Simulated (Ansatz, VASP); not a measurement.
# Mg: VASP beside Ansatz

INCAR

```
PREC = Accurate
ENCUT = 520
EDIFF = 1E-6
ISMEAR = -1
SIGMA = 0.1
LREAL = False
LASPH = True
NELM = 80
ALGO = Normal
ISIF = 2
LWAVE = False
LCHARG = False
GGA = PS
NBANDS = 10
```

Contents of KPOINTS:

```
regular mesh
0
Gamma
  8 8 12
```

File POSCAR:

```
Mg
1.0
    5.0733665094      0.0000000000      0.0000000000
   -2.5366832547      4.3936642798      0.0000000000
    0.0000000000      0.0000000000      3.0736677517
Mg
3
Direct
    1.0000000000      0.0000000000      0.0000000000
    0.3333333333      0.6666666667      0.5000000000
    0.6666666667      0.3333333333      0.5000000000
```

Input for Ansatz:

```yaml
crystal:
  lattice:
    - [5.0733665094, 0.0, 0.0]
    - [-2.5366832547, 4.3936642798, 0.0]
    - [0.0, 0.0, 3.0736677517]
  atoms:
    - { symbol: Mg, position: [1.0, 0.0, 0.0] }
    - { symbol: Mg, position: [0.3333333333, 0.6666666667, 0.5] }
    - { symbol: Mg, position: [0.6666666667, 0.3333333333, 0.5] }
hamiltonian:
  xc: pbesol
  pseudopotentials:
    kind: paw
    azcp:
      Mg: "pseudopotentials/Mg.paw.azcp"
basis:
  ecutwfc: 420
  fft_grid_basis: typed
kpoints:
  mp_grid: { grid: [8, 8, 12], shift: [0, 0, 0] }
magnetization:
  spin_polarized: false
scf:
  occupations: { method: fermi_dirac, width: 0.1 }
  lower_state_search: "off"
output:
  stress: true
```

Alike in both runs: task single point; functional PBEsol; k mesh 8 × 8 × 12; occupations fermi-dirac, width 0.1 eV; no spin polarisation.

|  | VASP | Ansatz |
| --- | --- | --- |
| version | VASP 6.6.1 | Ansatz 0.2.0 |
| potentials or method | VASP PAW PBE potentials, release 64 (Mg), cutoff 520 eV | plane waves (420 eV) with PAW, scalar-relativistic |
| valence electrons in the cell | 6 | 30 |

VASP gave:

| Quantity | Value |
| --- | --- |
| pressure (GPa) | -0.1 |

Question: Which values does Ansatz return?

Answer: Pressure (GPa): 0.0.

VASP's potentials were made for PBE, not for PBEsol, and Ansatz warns of the same on its side. VASP's potentials hold 6 valence electrons a cell and Ansatz's 30, so a difference there can come from the potentials and not from the codes.
